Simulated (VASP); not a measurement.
Input of a VASP 6.6.1 run:

INCAR

```
PREC = Accurate ; ENCUT = 600
EDIFF = 1E-6 ; ISMEAR = -1
SIGMA = 0.1 ; LREAL = F
LASPH = T ; NELM = 150
ALGO = Normal ; ISIF = 3
LWAVE = F ; LCHARG = F
ISPIN = 2 ; MAGMOM = 3.2 0 0 0
LORBIT = 11 ; LMAXMIX = 4
GGA = PS ; IBRION = 2
NSW = 100 ; EDIFFG = -0.05
PSTRESS = -20.0
```

The input KPOINTS:

```
regular mesh
0
Gamma
  7 7 7
```

The input POSCAR:

```
CoPd3
1.0
    3.8503750000      0.0000000000      0.0000000000
    0.0000000000      3.8503750000      0.0000000000
    0.0000000000      0.0000000000      3.8503750000
Co Pd
1 3
Direct
    0.0000000000      0.0000000000      0.0000000000
    0.0000000000      0.5000000000      0.5000000000
    0.5000000000      0.0000000000      0.5000000000
    0.5000000000      0.5000000000      0.0000000000
```

Potentials or basis: VASP PAW PBE potentials, release 64 (Co, Pd).

Command:

```sh
$ cat potpaw_PBE.64/Co/POTCAR potpaw_PBE.64/Pd/POTCAR > POTCAR
$ mpirun -np 1 vasp_std > vasp.out
```

**Question.** Predict the net moment.

**Answer.** 2.90 μB per cell.

**Question.** What does it give for the relaxed volume?

**Answer.** 13.84 Å³/atom.

**Question.** What does it give for the relaxed cell?

**Answer.** a = 3.811 Å, b = 3.811 Å, c = 3.811 Å, α = 90.00°, β = 90.00°, γ = 90.00°.

Final structure:
```xyz
4
Lattice="3.8110 0.0000 0.0000 0.0000 3.8110 0.0000 0.0000 0.0000 3.8110" Properties=species:S:1:pos:R:3 pbc="T T T"
Co    0.0000    0.0000    0.0000
Pd    0.0000    1.9055    1.9055
Pd    1.9055    0.0000    1.9055
Pd    1.9055    1.9055    0.0000
```

Caveat: the cell is relaxed towards a set pressure, so the run minimises the enthalpy, not the energy; the PAW data sets were made with another functional, which shifts forces and pressure a little.
